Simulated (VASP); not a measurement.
Runs of VASP 6.6.1 on Ru. The structure is hexagonal, space group P6_3/mmc (No. 194). Conventional cell: a = 2.678 Å, b = 2.678 Å, c = 4.218 Å, α = 90.00°, β = 90.00°, γ = 120.00°. Within 3.4 Å of Ru (site symmetry -6m2) lie 12 Ru at 2.61 to 2.68 Å. 

```tsv
k mesh	smearing	gap on the mesh (eV)	pressure (GPa)
13 × 13 × 8	methfessel-paxton 0.01 eV	none	0.4
13 × 13 × 8	fermi-dirac 0.3 eV	none	(a)
13 × 13 × 8	gaussian 0.03 eV	none	0.3
13 × 13 × 8	fermi-dirac 0.03 eV	none	0.3
13 × 13 × 8	fermi-dirac 0.1 eV	none	0.6
13 × 13 × 8	fermi-dirac 0.01 eV	none	0.3
13 × 13 × 8	gaussian 1 eV	none	4.7
11 × 11 × 6	fermi-dirac 0.1 eV	none	0.6
```

Alike in all rows: task single point; level LDA; potentials or basis VASP PAW LDA potentials, release 64 (Ru_sv); no spin polarisation; cell as given; cutoff (eV) 560.

Task: Estimate the missing entries.

Result: (a) 2.8.

Caveats: so wide a smearing shifts energies and pressures (at least some runs); the cell stands under pressure (at least some runs).

A k mesh can miss the band edges, and the runs leave out spin-orbit coupling on Ru.

A gap of «none» marks levels without a gap at the run's occupations.
